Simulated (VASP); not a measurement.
Bi:

```
Bi
1.0
     3.23838    0.00000    0.00000
     0.00000    3.22164    0.00000
    -0.08045    0.00000    6.44389
Bi
2
Direct
  0.54425 0.00000 0.74958
  0.45575 0.00000 0.25042
```

Base run:

* Program: VASP 6.6.1
* Functional: PBE
* Potentials or basis: VASP PAW PBE potentials, release 64 (Bi_d)
* Cutoff: 520 eV
* k mesh: 8 × 8 × 4
* Occupations: fermi-dirac, width 0.05 eV
* Spin: no spin polarisation

Its results: band gap on the k mesh zero (band 15 reaches 10.73 eV, above the bottom of band 16 at 4.42 eV); pressure 2.1 GPa; largest force 0.017 eV/Å.

Q: After a change of settings the same cell gave: band gap on the k mesh zero (band 15 reaches 10.44 eV, above the bottom of band 16 at 4.16 eV); pressure -1.7 GPa; largest force 0.017 eV/Å. Which change was it?
A. functional from PBE to PBEsol
B. functional from PBE to r2SCAN; further incar settings from ALGO = Fast; EDIFF = 1e-06; NBANDS = 22 to ALGO = Normal; EDIFF = 1e-06; NBANDS = 22
C. functional from PBE to LDA; potentials or basis from VASP PAW PBE potentials, release 64 (Bi_d) to VASP PAW LDA potentials, release 64 (Bi_d)

A: C.

Caveats: spin-orbit coupling is left out, which moves the levels of the heavy elements.
